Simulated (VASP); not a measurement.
ZrH, 4 atoms in the cell. Symmetry: P4_2/mmc, No. 131, tetragonal system. The conventional cell has a = 3.190 Å, b = 3.190 Å, c = 4.991 Å, α = 90.00°, β = 90.00°, γ = 90.00°. Within 2.7 Å of Zr (site symmetry mmm) lie 4 H at 2.03 Å. Within 2.7 Å of H (site symmetry -4m2) lie 4 Zr at 2.03 Å and 2 H at 2.50 Å. 

* Program: VASP 6.6.1
* Task: single point
* Functional: PBEsol
* Potentials or basis: VASP PAW PBE potentials, release 64 (Zr_sv, H)
* Cutoff: 520 eV
* k mesh: 16 × 16 × 10
* Occupations: gaussian, width 0.1 eV
* Spin: no spin polarisation
* Dipole correction: no
* Further INCAR settings: ALGO = Normal; EDIFF = 1e-06; NBANDS = 21

Potentials or basis: VASP PAW PBE potentials, release 64 (Zr_sv, H).

The run is started by

```sh
$ cat potpaw_PBE.64/Zr_sv/POTCAR potpaw_PBE.64/H/POTCAR > POTCAR
$ mpirun -np 1 vasp_std > vasp.out
```

Hardware: 1 thread of Intel Xeon 8259CL (shared host).

Q: Estimate the wall time of this run.

A: Wall time 4 min on 1 thread of Intel Xeon 8259CL, on a shared host, peak memory 0.35 GiB. Counts: scf iterations 12, k points 270.
